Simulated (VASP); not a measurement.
# H14CO7 in VASP: a series of runs

Runs on H14CO7. Level: PBE+D3(BJ). Tasks: single point.

Everything below comes from runs of VASP 6.6.1. Logs are shortened: lines on timing, memory, paths and dates and some standing lists are left out, and cuts for length are marked.

## 1. The cell of the first run

The cell holds an amorphous packing of atoms, 22 atoms: a = 6.792 Å, b = 6.792 Å, c = 6.792 Å, α = 90.00°, β = 90.00°, γ = 90.00°.

## 2. Single point, PBE+D3(BJ)

File INCAR:

```
SYSTEM = H14CO7
PREC = Accurate
ENCUT = 520
EDIFF = 1E-7
ISMEAR = -1
SIGMA = 0.02
LREAL = Auto
LASPH = .True.
NELM = 100
ALGO = Normal
ISIF = 2
LWAVE = .False.
LCHARG = .False.
GGA = PE
IVDW = 12
NBANDS = 47
```

File KPOINTS:

```
Automatic mesh
0
Gamma
  1 1 1
  0 0 0
```

File POSCAR:

```
H14CO7
1.0
    6.7918300000      0.0000000000      0.0000000000
    0.0000000000      6.7918300000      0.0000000000
    0.0000000000      0.0000000000      6.7918300000
O H C
7 14 1
Direct
    0.3212389003      0.7970900332      0.7750635690
    0.4707862240      0.3089888881      0.9762759080
    0.6579228279      0.5383821444      0.4902802338
    0.6426103127      0.1079237849      0.2861673511
    0.0494417558      0.5111140885      0.6466298479
    0.4608919835      0.1234129830      0.6200537999
    0.7848105739      0.7397711662      1.0887934474
    0.2221198116      0.7632699876      0.6840866158
    0.2571766372      0.8328241431      0.9027169408
    0.4024099543      0.4362594470      1.0038678824
    0.4436801274      0.2602833110      0.8438668223
    0.7249592525      0.5880300302      0.3708131682
    0.6413146383      0.3932371688      0.4834779434
    0.5845552671      0.1808201913      0.1696891707
    0.7441293436      0.0197001397      0.2283773298
   -0.0979853736      0.4782510752      0.6207458078
    0.1123114094      0.3961671597      0.7071290065
    0.5327724634      0.0825697934      0.4996591493
    0.4382176821     -0.0006772843      0.7013720897
    0.7076885022      0.5899146475      0.8288046079
    0.8148613849      0.8452950089      0.8245053248
    0.7657729949      0.7235310660      0.9119486206
```

Potentials or basis: VASP PAW PBE potentials, release 64 (O, H, C).

On the command line:

```bash
$ cat potpaw_PBE.64/O/POTCAR potpaw_PBE.64/H/POTCAR potpaw_PBE.64/C/POTCAR > POTCAR
$ mpirun -np 1 vasp_gam > vasp.out
```

OUTCAR:

```text
SYSTEM = H14CO7
   PREC = Accurate
   ENCUT = 520
   EDIFF = 1E-7
   ISMEAR = -1
   LREAL = Auto
   LASPH = .True.
   NELM = 100
   ISIF = 2
   GGA = PE
   IVDW = 12
 IVDW          = 12

 ion  position               nearest neighbor table
   1  0.321  0.797  0.775-   8 0.94   9 1.00
   2  0.471  0.309  0.976-  11 0.98  10 1.00
   3  0.658  0.538  0.490-  12 0.99  13 0.99
   4  0.643  0.108  0.286-  15 0.99  14 1.01
   5  0.049  0.511  0.647-  17 0.98  16 1.04
   6  0.461  0.123  0.620-  18 0.99  19 1.02
   7  0.785  0.740  0.089-  22 1.21
   8  0.222  0.763  0.684-   1 0.94
   9  0.257  0.833  0.903-   1 1.00
  10  0.402  0.436  0.004-   2 1.00
  11  0.444  0.260  0.844-   2 0.98
  12  0.725  0.588  0.371-   3 0.99
  13  0.641  0.393  0.483-   3 0.99
  14  0.585  0.181  0.170-   4 1.01
  15  0.744  0.020  0.228-   4 0.99
  16  0.902  0.478  0.621-   5 1.04
  17  0.112  0.396  0.707-   5 0.98
  18  0.533  0.083  0.500-   6 0.99
  19  0.438  0.999  0.701-   6 1.02
  20  0.708  0.590  0.829-  22 1.14
  21  0.815  0.845  0.825-  22 1.07
  22  0.766  0.724  0.912-  21 1.07  20 1.14   7 1.21

  LATTYP: Found a simple cubic cell.
 ALAT       =     6.7918300000

  Lattice vectors:

 A1 = (   6.7918300000,   0.0000000000,   0.0000000000)
 A2 = (   0.0000000000,   6.7918300000,   0.0000000000)
 A3 = (   0.0000000000,   0.0000000000,   6.7918300000)

Analysis of symmetry for initial positions (statically):
=====================================================================
 Subroutine PRICEL returns:
 Original cell was already a primitive cell.

 Routine SETGRP: Setting up the symmetry group for a
 simple cubic supercell.

 Subroutine GETGRP returns: Found  1 space group operations
 (whereof  1 operations were pure point group operations)
 out of a pool of 48 trial point group operations.

The static configuration has the point symmetry C_1 .

Analysis of symmetry for dynamics (positions and initial velocities):
=====================================================================
 Subroutine PRICEL returns:
 Original cell was already a primitive cell.

 Routine SETGRP: Setting up the symmetry group for a
 simple cubic supercell.

 Subroutine GETGRP returns: Found  1 space group operations
 (whereof  1 operations were pure point group operations)
 out of a pool of 48 trial point group operations.

The dynamic configuration has the point symmetry C_1 .

 Subroutine INISYM returns: Found  1 space group operations
 (whereof  1 operations are pure point group operations),
 and found     1 'primitive' translations

----------------------------------------------------------------------------------------

                                     Primitive cell

  volume of cell :     313.3000

  direct lattice vectors                    reciprocal lattice vectors
     6.791830000  0.000000000  0.000000000     0.147235723  0.000000000  0.000000000
     0.000000000  6.791830000  0.000000000     0.000000000  0.147235723  0.000000000
     0.000000000  0.000000000  6.791830000     0.000000000  0.000000000  0.147235723

  length of vectors
     6.791830000  6.791830000  6.791830000     0.147235723  0.147235723  0.147235723

  position of ions in fractional coordinates (direct lattice)
     0.321238900  0.797090033  0.775063569
     0.470786224  0.308988888  0.976275908
     0.657922828  0.538382144  0.490280234
     0.642610313  0.107923785  0.286167351
     0.049441756  0.511114089  0.646629848
     0.460891983  0.123412983  0.620053800
[... 14 lines left out ...]
     0.814861385  0.845295009  0.824505325
     0.765772995  0.723531066  0.911948621

  ion indices of the primitive-cell ions
   primitive index   ion index
                 1           1
                 2           2
                 3           3
                 4           4
                 5           5
                 6           6
[... 14 lines left out ...]
                21          21
                22          22

----------------------------------------------------------------------------------------

 KPOINTS: Automatic mesh

Automatic generation of k-mesh.
 Grid dimensions read from file:
 generate k-points for:    1    1    1

 Generating k-lattice:

  Cartesian coordinates                     Fractional coordinates (reciprocal lattice)
     0.147235723  0.000000000  0.000000000     1.000000000  0.000000000  0.000000000
     0.000000000  0.147235723  0.000000000     0.000000000  1.000000000  0.000000000
     0.000000000  0.000000000  0.147235723     0.000000000  0.000000000  1.000000000

  Length of vectors
     0.147235723  0.147235723  0.147235723

  Shift w.r.t. Gamma in fractional coordinates (k-lattice)
     0.000000000  0.000000000  0.000000000

 Subroutine IBZKPT returns following result:
 ===========================================

 Found      1 irreducible k-points:

 Following reciprocal coordinates:
            Coordinates               Weight
  0.000000  0.000000  0.000000      1.000000
   k-points           NKPTS =      1   k-points in BZ     NKDIM =      1   number of bands    NBANDS=     47
   number of dos      NEDOS =    301   number of ions     NIONS =     22
   total plane-waves  NPLWV = 157464
   dimension x,y,z NGX =    54 NGY =   54 NGZ =   54
   dimension x,y,z NGXF=   108 NGYF=  108 NGZF=  108
   ions per type =               7  14   1
   NGX,Y,Z   is equivalent  to a cutoff of  13.22, 13.22, 13.22 a.u.
   NGXF,Y,Z  is equivalent  to a cutoff of  26.44, 26.44, 26.44 a.u.
 SYSTEM =  H14CO7
   PREC   = accura    normal or accurate (medium, high low for compatibility)
   ISTART =      0    job   : 0-new  1-cont  2-samecut
   ICHARG =      2    charge: 1-file 2-atom 10-const
   ISPIN  =      1    spin polarized calculation?
   LNONCOLLINEAR =      F non collinear calculations
   LSORBIT =      F    spin-orbit coupling
   LASPH  =      T    aspherical Exc in radial PAW
   ENCUT  =  520.0 eV  38.22 Ry    6.18 a.u.  12.63 12.63 12.63*2*pi/ulx,y,z
   NELM   =    100;   NELMIN=  2; NELMDL= -5     # of ELM steps
   EDIFF  = 0.1E-06   stopping-criterion for ELM
   LREAL  =      T    real-space projection
   EDIFFG = 0.1E-05   stopping-criterion for IOM
   NSW    =      0    number of steps for IOM
   IBRION =     -1    ionic relax: 0-MD 1-quasi-New 2-CG
   NFREE  =      0    steps in history (QN), initial steepest desc. (CG)
   ISIF   =      2    stress and relaxation
   ISYM   =      2    0-nonsym 1-usesym 2-fastsym
   POTIM  = 0.5000    time-step for ionic-motion
   TEBEG  =    0.0;   TEEND  =   0.0 temperature during run
   PSTRESS=    0.0 pullay stress
   NELECT =      60.0000    total number of electrons
   NUPDOWN=      -1.0000    fix difference up-down
   EMIN   =  10.00;   EMAX   =-10.00  energy-range for DOS
   EFERMI =   0.00;   METHOD = LEGACY
   ISMEAR =    -1;   SIGMA  =   0.02  broadening in eV -4-tet -1-fermi 0-gaus
   EFERMI_NEDOS =   21; number of points for ismear=-14 and -15
   IALGO  =     38    algorithm
   IMIX   =      4    mixing-type and parameters
     AMIX     =   0.40;   BMIX     =  1.00
     AMIX_MAG =   1.60;   BMIX_MAG =  1.00
  volume/ion in A,a.u.               =      14.24        96.10
  Fermi-wavevector in a.u.,A,eV,Ry     =   0.943637  1.783216 12.115327  0.890451
  Thomas-Fermi vector in A             =   2.071364
   LORBIT       =      0    0 simple, 1 ext, 2 COOP (PROOUT), +10 PAW based schemes
   GGA     = PE    functional components
   LHFCALC =     F    Hartree Fock is set to
   AEXX    =    0.0000 exact exchange contribution
   IVDW    =    12    specifies the selected vdW correction
   LEPSILON=     F    determine dielectric tensor
   LRPA    =     F    only Hartree local field effects (RPA)
 non-spin polarized calculation
  energy-cutoff  :      520.00
  volume of cell :      313.30
 maximum number of plane-waves:      4193
 NGX is ok and might be reduce to    50
   NGX = 25   NGY = 25   NGZ = 25

 number of electron      60.0000001 magnetization

 Free energy of the ion-electron system (eV)
  ---------------------------------------------------
  ext. energy  EPLUGINS =         0.00000000
  ---------------------------------------------------
  free energy    TOTEN  =      -109.16519158 eV

  energy without entropy =     -109.16519158  energy(sigma->0) =     -109.16519158

 E-fermi :  -3.4633     XC(G=0):  -5.6195

 val. band max:       -3.9730931685   @ k =   0.0000   0.0000   0.0000
 cond. band min:      -0.2149851439   @ k =   0.0000   0.0000   0.0000
 fundamental gap:      3.7581080246
 Fermi energy:        -3.4632849340

 k-point     1 :       0.0000    0.0000    0.0000
  band No.  band energies     occupation
      1     -24.5802      2.00000
      2     -23.5150      2.00000
      3     -22.8866      2.00000
      4     -22.6427      2.00000
      5     -22.4130      2.00000
      6     -22.2913      2.00000
[... 34 lines left out ...]
     41       5.4816      0.00000
     42       5.6363      0.00000
 [bands above 42 left out]

------------------------ aborting loop because EDIFF is reached ----------------------------------------

 Edisp (eV)   -0.59333

 E8    (eV) :    -0.1264

  FORCE on cell =-STRESS in cart. coord.  units (eV):
  Direction    XX          YY          ZZ          XY          YZ          ZX
  --------------------------------------------------------------------------------------
  -------------------------------------------------------------------------------------
  Total      -2.44065    -3.62756    -0.02251     1.48272    -0.45725     0.33580
  in kB     -12.48116   -18.55087    -0.11510     7.58246    -2.33830     1.71725
  external pressure =      -10.38 kB  Pullay stress =        0.00 kB

 VOLUME and BASIS-vectors are now :
 -----------------------------------------------------------------------------
  energy-cutoff  :      520.00
  volume of cell :      313.30
      direct lattice vectors                 reciprocal lattice vectors
     6.791830000  0.000000000  0.000000000     0.147235723  0.000000000  0.000000000
     0.000000000  6.791830000  0.000000000     0.000000000  0.147235723  0.000000000
     0.000000000  0.000000000  6.791830000     0.000000000  0.000000000  0.147235723

 POSITION                                       TOTAL-FORCE (eV/Angst)
 -----------------------------------------------------------------------------------
      2.18180      5.41370      5.26410         1.203326      0.783829      2.811392
      3.19750      2.09860      6.63070        -0.382685      1.174351      1.264422
      4.46850      3.65660      3.32990         0.422087     -0.406915      0.064014
      4.36450      0.73300      1.94360         0.656173      0.016360     -1.326400
      0.33580      3.47140      4.39180        -1.698675     -0.451915     -0.025661
      3.13030      0.83820      4.21130        -0.159031     -0.645113      1.180393
[... 14 lines left out ...]
      5.53440      5.74110      5.59990         0.182038      0.946413     -1.182403
      5.20100      4.91410      6.19380        -0.189441     -1.225308     -0.833054
 -----------------------------------------------------------------------------------
    total drift:                               -0.004021      0.000943     -0.003045

  FREE ENERGIE OF THE ION-ELECTRON SYSTEM (eV)
  ---------------------------------------------------
  free  energy   TOTEN  =      -109.7585224370 eV

  energy  without entropy=     -109.7585224370  energy(sigma->0) =     -109.75852244
```

It took 22 s on 1 thread of Intel Xeon 6975P-C (Granite Rapids), shared host; peak memory 0.36 GiB.

What came out:

- Free energy: -109.7585 eV
- Pressure: -1.0 GPa
- Largest force: 3.157 eV/Å
- Band gap on the k mesh: 3.76 eV
- Dispersion energy per atom: -0.027 eV

Forces on the atoms (eV/Å):
```
O    1.203  0.784  2.811
O   -0.383  1.174  1.264
O    0.422 -0.407  0.064
O    0.656  0.016 -1.326
O   -1.699 -0.452 -0.026
O   -0.159 -0.645  1.180
O   -0.153 -0.323  1.392
H   -1.522 -0.808 -1.028
H    0.297 -0.400 -1.227
H    0.543 -1.218 -0.579
H    0.104  0.154 -0.769
H   -0.409 -0.610  0.257
H    0.016  0.751 -0.506
H    0.140 -0.399  0.610
H   -0.660  0.331  0.353
H    1.962  0.490  0.129
H   -0.292  0.192 -0.321
H   -0.121  0.214 -0.035
H   -0.068  0.738 -1.084
H    0.128  0.697  0.856
H    0.182  0.946 -1.182
C   -0.189 -1.225 -0.833
```

Caveat: the k points lie up to 0.93 Å⁻¹ apart.

## 3. Single point, PBE+D3(BJ)

File INCAR:

```
ALGO = Normal ; EDIFF = 1E-7
ENCUT = 520 ; GGA = PE
ISIF = 2 ; ISMEAR = -1
IVDW = 12 ; LASPH = True
LCHARG = False ; LREAL = Auto
LWAVE = False ; NBANDS = 47
NELM = 80 ; PREC = Accurate
SIGMA = 0.02
```

File KPOINTS:

```
k-points
0
Gamma
  1 1 1
```

File POSCAR:

```
H14CO7
1.0
    6.7918300000      0.0000000000      0.0000000000
    0.0000000000      6.7918300000      0.0000000000
    0.0000000000      0.0000000000      6.7918300000
O H C
7 14 1
Direct
    0.3166745929      0.7845161024      0.7673778643
    0.4646906651      0.3138771141      0.9684282439
    0.6873405253      0.5162673388      0.4950359476
    0.6459525636      0.1087924757      0.2507129890
    0.0770190067      0.4656918680      0.6177569227
    0.4663691523      0.1334250121      0.6222328886
    0.7553781529      0.7549658928      1.0936522263
    0.2219136816      0.7375920775      0.6738979038
    0.2519350455      0.8286720957      0.8764500878
    0.3379501548      0.3552356287      0.9330916704
    0.4873796900      0.2210891615      0.8560284931
    0.6816130557      0.6039314883      0.3844913668
    0.6053891219      0.4186206074      0.4394839093
    0.5986162787      0.2308361664      0.1736498116
    0.6807590885      0.0043581774      0.1560109720
   -0.0468504070      0.4665605588      0.5524431560
    0.1584550850      0.3605213911      0.5633091523
    0.5806682441      0.1214547478      0.5328166341
    0.4325343832     -0.0157247752      0.6553756499
    0.7554223236      0.5559768133      0.8701483989
    0.8738145684      0.8032739335      0.8323382652
    0.7902288485      0.7031536419      0.9202527154
```

Potentials or basis: VASP PAW PBE potentials, release 64 (O, H, C).

On the command line:

```bash
$ cat potpaw_PBE.64/O/POTCAR potpaw_PBE.64/H/POTCAR potpaw_PBE.64/C/POTCAR > POTCAR
$ mpirun -np 1 vasp_gam > vasp.out
```

It took 21 s on 1 thread of Intel Xeon 6975P-C (Granite Rapids), shared host; peak memory 0.36 GiB.

It converged, with:

- Free energy: -109.4980 eV
- Pressure: 0.8 GPa
- Largest force: 3.654 eV/Å
- Band gap on the k mesh: 3.18 eV
- Dispersion energy per atom: -0.027 eV

Forces in eV/Å, atoms in the order of the input:
```
O    2.641 -0.504 -2.474
O    1.556 -0.714  0.094
O    0.611  0.701  0.405
O   -0.112  1.507 -0.331
O    1.679  0.127  0.845
O   -0.031 -2.390  0.513
O   -0.041 -0.550 -1.427
H   -0.710 -0.814 -0.438
H   -1.796  1.160  2.918
H   -1.913  1.082 -0.139
H    0.382  0.270 -0.095
H    0.473  1.242 -0.649
H   -0.950 -1.750  0.042
H    0.269 -2.008  0.389
H    0.009  0.347  0.321
H   -1.493 -0.208 -0.801
H   -0.145  0.100  0.016
H   -0.415 -0.019 -0.213
H    0.140  2.100 -0.361
H   -0.316 -0.479 -0.353
H    0.397  0.768 -1.216
C   -0.232  0.030  2.953
```

Stress tensor (GPa, compression positive):
```
 1.81  0.37 -0.19
 0.37 -0.26  0.60
-0.19  0.60  0.88
```

Levels at points of the mesh, in eV from the valence-band top:
```csv
k point,band 26,band 27,band 28,band 29,band 30,band 31,band 32,band 33,band 34,band 35
"(0.00, 0.00, 0.00)",-0.97,-0.89,-0.57,-0.29,0.00,3.18,4.30,6.84,7.07,7.24
```

Caveat: the k points lie up to 0.93 Å⁻¹ apart.

(Part 1 of 2 ends here.)
